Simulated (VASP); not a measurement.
# Ga3SbN2 (P6mm) in VASP: notebook

Runs on Ga3SbN2. Level: PBE. Tasks: relaxation of cell and atoms.

All numbers are computed with VASP 6.6.1; they aren't measurements. Logs are shortened: lines on timing, memory, paths and dates and some standing lists are left out, and cuts for length are marked.

**1. The cell of the first run**

It takes space group P6mm (No. 183, hexagonal). The conventional cell has a = 5.879 Å, b = 5.879 Å, c = 3.396 Å, α = 90.00°, β = 90.00°, γ = 120.00°. Ga (site symmetry 2mm) has 2 N at 1.92 Å within 2.5 Å. Sb (site symmetry 6mm) has 12 Ga at 3.08 to 3.84 Å and 2 Sb at 3.40 Å and 12 N at 3.74 to 3.85 Å within 4.1 Å. N (site symmetry 3m) has 3 Ga at 1.92 Å within 2.5 Å.

The cell was generated, and may not be a known phase.

**2. Relaxation of cell and atoms, PBE**

INCAR

```
SYSTEM = Ga3SbN2
  ALGO = Normal
  EDIFF = 1E-6
  EDIFFG = -0.01
  ENCUT = 600
  GGA = PE
  IBRION = 2
  ISIF = 3
  ISMEAR = 0
  LASPH = .True.
  LCHARG = .False.
  LREAL = .False.
  LWAVE = .False.
  NELM = 100
  NSW = 100
  PREC = Accurate
  SIGMA = 0.1
```

KPOINTS

```
k-points
0
Gamma
  6 6 12
  0 0 0
```

POSCAR

```
Ga3SbN2
1.0
    5.8789420083      0.0000000000      0.0000000000
   -2.9394710041      5.0913131266      0.0000000000
    0.0000000000      0.0000000000      3.3958132873
Ga Sb N
3 1 2
Direct
    0.5000000000      0.0000000000      0.2791436945
    0.0000000000      0.5000000000      0.2791436945
    0.5000000000      0.5000000000      0.2791436945
    0.0000000000      0.0000000000      0.5532675769
    0.3333333333      0.6666666667      0.0151121748
    0.6666666667      0.3333333333      0.0151121748
```

Potentials or basis: VASP PAW PBE potentials, release 64 (Ga_d, Sb, N).

Run with:

```
$ cat potpaw_PBE.64/Ga_d/POTCAR potpaw_PBE.64/Sb/POTCAR potpaw_PBE.64/N/POTCAR > POTCAR
$ mpirun -np 1 vasp_std > vasp.out
```

OUTCAR:

```text
SYSTEM = Ga3SbN2
   EDIFF = 1E-6
   EDIFFG = -0.01
   ENCUT = 600
   GGA = PE
   IBRION = 2
   ISIF = 3
   ISMEAR = 0
   LASPH = .True.
   LREAL = .False.
   NELM = 100
   NSW = 100
   PREC = Accurate

 ion  position               nearest neighbor table
   1  0.500  0.000  0.279-   5 1.92   6 1.92   4 3.08   4 3.08
   2  0.000  0.500  0.279-   5 1.92   6 1.92   4 3.08   4 3.08
   3  0.500  0.500  0.279-   5 1.92   6 1.92   4 3.08   4 3.08
   4  0.000  0.000  0.553-   1 3.08   1 3.08   2 3.08   2 3.08   3 3.08   3 3.08
   5  0.333  0.667  0.015-   2 1.92   1 1.92   3 1.92
   6  0.667  0.333  0.015-   2 1.92   1 1.92   3 1.92

  LATTYP: Found a hexagonal cell.
 ALAT       =     5.8789420083
 C/A-ratio  =     0.5776231986

  Lattice vectors:

 A1 = (   5.8789420083,   0.0000000000,   0.0000000000)
 A2 = (  -2.9394710041,   5.0913131266,   0.0000000000)
 A3 = (   0.0000000000,   0.0000000000,   3.3958132873)

Analysis of symmetry for initial positions (statically):
=====================================================================
 Subroutine PRICEL returns:
 Original cell was already a primitive cell.

 Routine SETGRP: Setting up the symmetry group for a
 hexagonal supercell.

 Subroutine GETGRP returns: Found 12 space group operations
 (whereof 12 operations were pure point group operations)
 out of a pool of 24 trial point group operations.

The static configuration has the point symmetry C_6v.

Analysis of symmetry for dynamics (positions and initial velocities):
=====================================================================
 Subroutine PRICEL returns:
 Original cell was already a primitive cell.

 Routine SETGRP: Setting up the symmetry group for a
 hexagonal supercell.

 Subroutine GETGRP returns: Found 12 space group operations
 (whereof 12 operations were pure point group operations)
 out of a pool of 24 trial point group operations.

The dynamic configuration has the point symmetry C_6v.

 Subroutine INISYM returns: Found 12 space group operations
 (whereof 12 operations are pure point group operations),
 and found     1 'primitive' translations

----------------------------------------------------------------------------------------

                                     Primitive cell

  volume of cell :     101.6419

  direct lattice vectors                    reciprocal lattice vectors
     5.878942008  0.000000000  0.000000000     0.170098633  0.098206492  0.000000000
    -2.939471004  5.091313127  0.000000000     0.000000000  0.196412983  0.000000000
     0.000000000  0.000000000  3.395813287     0.000000000  0.000000000  0.294480266

  length of vectors
     5.878942008  5.878942008  3.395813287     0.196412983  0.196412983  0.294480266

  position of ions in fractional coordinates (direct lattice)
     0.500000000  0.000000000  0.279143695
     1.000000000  0.500000000  0.279143695
     0.500000000  0.500000000  0.279143695
     0.000000000  0.000000000  0.553267577
     0.333333333  0.666666667  0.015112175
     0.666666667  0.333333333  0.015112175

  ion indices of the primitive-cell ions
   primitive index   ion index
                 1           1
                 2           2
                 3           3
                 4           4
                 5           5
                 6           6

----------------------------------------------------------------------------------------

 KPOINTS: k-points

Automatic generation of k-mesh.
 Grid dimensions read from file:
 generate k-points for:    6    6   12

 Generating k-lattice:

  Cartesian coordinates                     Fractional coordinates (reciprocal lattice)
     0.028349772  0.016367749  0.000000000     0.166666667 -0.000000000  0.000000000
     0.000000000  0.032735497  0.000000000     0.000000000  0.166666667  0.000000000
     0.000000000  0.000000000  0.024540022     0.000000000  0.000000000  0.083333333

  Length of vectors
     0.032735497  0.032735497  0.024540022

  Shift w.r.t. Gamma in fractional coordinates (k-lattice)
     0.000000000  0.000000000  0.000000000

 Subroutine IBZKPT returns following result:
 ===========================================

 Found     49 irreducible k-points:

 Following reciprocal coordinates:
            Coordinates               Weight
  0.000000  0.000000  0.000000      1.000000
  0.166667  0.000000  0.000000      6.000000
  0.333333  0.000000  0.000000      6.000000
  0.500000  0.000000  0.000000      3.000000
  0.166667  0.166667  0.000000      6.000000
  0.333333  0.166667  0.000000     12.000000
[... 16 lines left out ...]
  0.166667  0.000000  0.250000     12.000000
  0.333333  0.000000  0.250000     12.000000
 [... further k-points ...]
   k-points           NKPTS =     49   k-points in BZ     NKDIM =     49   number of bands    NBANDS=     32
   number of dos      NEDOS =    301   number of ions     NIONS =      6
   total plane-waves  NPLWV =  64512
   dimension x,y,z NGX =    48 NGY =   48 NGZ =   28
   dimension x,y,z NGXF=    96 NGYF=   96 NGZF=   56
   ions per type =               3   1   2
   NGX,Y,Z   is equivalent  to a cutoff of  13.57, 13.57, 13.71 a.u.
   NGXF,Y,Z  is equivalent  to a cutoff of  27.15, 27.15, 27.42 a.u.
 SYSTEM =  Ga3SbN2
   PREC   = accura    normal or accurate (medium, high low for compatibility)
   ISTART =      0    job   : 0-new  1-cont  2-samecut
   ICHARG =      2    charge: 1-file 2-atom 10-const
   ISPIN  =      1    spin polarized calculation?
   LNONCOLLINEAR =      F non collinear calculations
   LSORBIT =      F    spin-orbit coupling
   LASPH  =      T    aspherical Exc in radial PAW
   ENCUT  =  600.0 eV  44.10 Ry    6.64 a.u.  11.74 11.74  6.78*2*pi/ulx,y,z
   NELM   =    100;   NELMIN=  2; NELMDL= -5     # of ELM steps
   EDIFF  = 0.1E-05   stopping-criterion for ELM
   LREAL  =      F    real-space projection
   EDIFFG = -.1E-01   stopping-criterion for IOM
   NSW    =    100    number of steps for IOM
   IBRION =      2    ionic relax: 0-MD 1-quasi-New 2-CG
   NFREE  =      1    steps in history (QN), initial steepest desc. (CG)
   ISIF   =      3    stress and relaxation
   ISYM   =      2    0-nonsym 1-usesym 2-fastsym
   POTIM  = 0.5000    time-step for ionic-motion
   TEBEG  =    0.0;   TEEND  =   0.0 temperature during run
   PSTRESS=    0.0 pullay stress
   NELECT =      54.0000    total number of electrons
   NUPDOWN=      -1.0000    fix difference up-down
   EMIN   =  10.00;   EMAX   =-10.00  energy-range for DOS
   EFERMI =   0.00;   METHOD = LEGACY
   ISMEAR =     0;   SIGMA  =   0.10  broadening in eV -4-tet -1-fermi 0-gaus
   EFERMI_NEDOS =   21; number of points for ismear=-14 and -15
   IALGO  =     38    algorithm
   IMIX   =      4    mixing-type and parameters
     AMIX     =   0.40;   BMIX     =  1.00
     AMIX_MAG =   1.60;   BMIX_MAG =  1.00
  volume/ion in A,a.u.               =      16.94       114.32
  Fermi-wavevector in a.u.,A,eV,Ry     =   1.325913  2.505613 23.919672  1.758046
  Thomas-Fermi vector in A             =   2.455339
   LORBIT       =      0    0 simple, 1 ext, 2 COOP (PROOUT), +10 PAW based schemes
   GGA     = PE    functional components
   LHFCALC =     F    Hartree Fock is set to
   AEXX    =    0.0000 exact exchange contribution
   IVDW    =     0    specifies the selected vdW correction
   LEPSILON=     F    determine dielectric tensor
   LRPA    =     F    only Hartree local field effects (RPA)
 conjugate gradient relaxation of ions
 non-spin polarized calculation
 Gauss-broadening in eV      SIGMA  =   0.10
  energy-cutoff  :      600.00
  volume of cell :      101.64
 maximum number of plane-waves:      3428
 NGX is ok and might be reduce to    48
   NGX = 23   NGY = 23   NGZ = 13

--------------------------------------- Ionic step        1  -------------------------------------------

 number of electron      54.0000013 magnetization

 Free energy of the ion-electron system (eV)
  ---------------------------------------------------
  ext. energy  EPLUGINS =         0.00000000
  ---------------------------------------------------
  free energy    TOTEN  =       -27.46819008 eV

  energy without entropy =      -27.45747147  energy(sigma->0) =      -27.46283077

------------------------ aborting loop because EDIFF is reached ----------------------------------------

  FORCE on cell =-STRESS in cart. coord.  units (eV):
  Direction    XX          YY          ZZ          XY          YZ          ZX
  --------------------------------------------------------------------------------------
  -------------------------------------------------------------------------------------
  Total        0.8945097      0.8945097     -1.1581199      0.0000000     -0.0000000      0.0000000
  in kB       14.1001219     14.1001219    -18.2553984      0.0000000     -0.0000000      0.0000000
  external PRESSURE =       3.3149485 kB  Pullay stress =       0.0000000 kB
[... 101 lines left out ...]
  FREE ENERGIE OF THE ION-ELECTRON SYSTEM (eV)
  ---------------------------------------------------
  free  energy   TOTEN  =       -27.4972653344 eV

  energy  without entropy=      -27.4892353264  energy(sigma->0) =      -27.49325033

[... ionic steps 4 to 26 ...]

--------------------------------------- Ionic step       27  -------------------------------------------

 number of electron      54.0000028 magnetization

------------------------ aborting loop because EDIFF is reached ----------------------------------------

  FORCE on cell =-STRESS in cart. coord.  units (eV):
  Direction    XX          YY          ZZ          XY          YZ          ZX
  --------------------------------------------------------------------------------------
  -------------------------------------------------------------------------------------
  Total        0.0415237      0.0415237     -0.0056892      0.0000000      0.0000000      0.0000000
  in kB        0.6930805      0.6930805     -0.0949603      0.0000000      0.0000000      0.0000000
  external PRESSURE =       0.4304003 kB  Pullay stress =       0.0000000 kB
[... 65 lines left out ...]
  energy  without entropy=      -27.5461241599  energy(sigma->0) =      -27.55001705

--------------------------------------- Ionic step       29  -------------------------------------------

 number of electron      54.0000029 magnetization

 Free energy of the ion-electron system (eV)
  ---------------------------------------------------
  ext. energy  EPLUGINS =         0.00000000
  ---------------------------------------------------
  free energy    TOTEN  =       -27.55392167 eV

  energy without entropy =      -27.54612712  energy(sigma->0) =      -27.55002439

 E-fermi :   6.5947     XC(G=0): -10.9404

 val. band max:        6.5175163115   @ k =   0.3333   0.1667   0.0833
 cond. band min:       6.5976220665   @ k =   0.3333   0.1667   0.5000
 fundamental gap:      0.0801057550
 Fermi energy:         6.5947114073

 k-point     1 :       0.0000    0.0000    0.0000
  band No.  band energies     occupation
      1     -10.3749      2.00000
      2      -9.5834      2.00000
      3      -8.7955      2.00000
      4      -8.7554      2.00000
      5      -8.7554      2.00000
      6      -8.7226      2.00000
[... 829 lines left out ...]
     31      10.3528      0.00000
     32      10.9122      0.00000

 [... further k-points ...]
[... 5 lines left out ...]
  --------------------------------------------------------------------------------------
  -------------------------------------------------------------------------------------
  Total       -0.0352533     -0.0352533     -0.0222154     -0.0000000     -0.0000000      0.0000000
  in kB       -0.5882834     -0.5882834     -0.3707152     -0.0000000     -0.0000000      0.0000000
  external PRESSURE =      -0.5157607 kB  Pullay stress =       0.0000000 kB
[... 21 lines left out ...]
  FREE ENERGIE OF THE ION-ELECTRON SYSTEM (eV)
  ---------------------------------------------------
  free  energy   TOTEN  =       -27.5539216651 eV

  energy  without entropy=      -27.5461271213  energy(sigma->0) =      -27.55002439

 reached required accuracy - stopping structural energy minimisation
```

It took 21 min on 1 thread of Intel Xeon 6975P-C (Granite Rapids), shared host; peak memory 0.38 GiB.

Results:

```
Free energy                           : -27.5539 eV
Relaxed volume                        : 16.00 Å³/atom
Relaxed cell                          : a = 5.912 Å, b = 5.912 Å, c = 3.172 Å, α = 90.00°, β = 90.00°, γ = 120.00°
Space group after relaxing (to 0.1 Å) : P6mm (No. 183)
Energy gained by relaxing             : 14.3 meV/atom
Ionic steps                           : 29
Pressure after relaxing               : -0.1 GPa
Largest force after relaxing          : 0.007 eV/Å
Band gap on the k mesh                : zero (bands 27 and 28 overlap by 2.29 eV)
```

Forces in eV/Å, atoms in the order of the input:
```
Ga   0.000  0.000  0.000
Ga   0.000  0.000  0.000
Ga   0.000  0.000  0.000
Sb   0.000  0.000  0.007
N    0.000  0.000 -0.004
N    0.000  0.000 -0.004
```

Step by step:
| step | energy change (eV) | largest force (eV/Å) | pressure (GPa) | volume (Å³) |
| --- | --- | --- | --- | --- |
| 1 | 0.0000 | 0.1613 | 0.33 | 101.64 |
| 2 | -0.0208 | 0.2051 | -0.75 | 102.15 |
| 3 | -0.0291 | 0.2418 | -2.02 | 102.75 |
| 4 | -0.0395 | 0.2344 | -1.76 | 102.11 |
| 5 | -0.0492 | 0.2209 | -1.33 | 101.14 |
| 6 | -0.0417 | 0.1920 | -0.52 | 99.18 |
| 7 | -0.0509 | 0.2137 | -1.21 | 100.58 |
| 8 | -0.0584 | 0.1912 | -0.47 | 99.82 |
| 9 | -0.0617 | 0.1663 | 0.41 | 98.90 |
| 10 | -0.0661 | 0.1443 | 0.28 | 98.86 |
| 11 | -0.0725 | 0.0909 | -0.29 | 98.73 |
| 12 | -0.0726 | 0.0832 | -0.30 | 98.71 |
| 13 | -0.0763 | 0.0675 | -0.22 | 98.29 |
| 14 | -0.0823 | 0.0340 | -0.09 | 97.37 |
| 15 | -0.0842 | 0.0604 | 0.30 | 95.52 |
| 16 | -0.0852 | 0.0427 | 0.16 | 96.20 |
| 17 | -0.0853 | 0.0147 | -0.35 | 96.33 |
| 18 | -0.0855 | 0.0102 | -0.11 | 96.28 |
| 19 | -0.0857 | 0.0128 | 0.04 | 96.08 |
| 20 | -0.0857 | 0.0116 | -0.06 | 96.11 |
| 21 | -0.0857 | 0.0122 | -0.04 | 96.10 |
| 22 | -0.0857 | 0.0125 | -0.04 | 96.09 |
| 23 | -0.0857 | 0.0129 | 0.01 | 96.09 |
| 24 | -0.0857 | 0.0116 | -0.02 | 96.09 |
| 25 | -0.0857 | 0.0108 | 0.11 | 95.98 |
| 26 | -0.0857 | 0.0106 | -0.01 | 96.00 |
| 27 | -0.0857 | 0.0118 | 0.04 | 95.99 |
| 28 | -0.0857 | 0.0113 | 0.00 | 95.99 |
| 29 | -0.0857 | 0.0073 | -0.05 | 96.01 |

Final structure:
```xyz
6
Lattice="5.9115 0.0000 0.0000 -2.9558 5.1195 0.0000 0.0000 0.0000 3.1725" Properties=species:S:1:pos:R:3 pbc="T T T"
Ga    2.9558    0.0000    0.9679
Ga   -1.4779    2.5598    0.9679
Ga    1.4779    2.5598    0.9679
Sb    0.0000    0.0000    1.6281
N     0.0000    3.4130    3.1605
N     2.9558    1.7065    3.1605
```

Caveat: spin-orbit coupling is left out, which moves the levels of the heavy elements.

(Part 1 of 2 ends here.)

The gap in the log of VASP goes by the Fermi energy; the results here count the filled bands.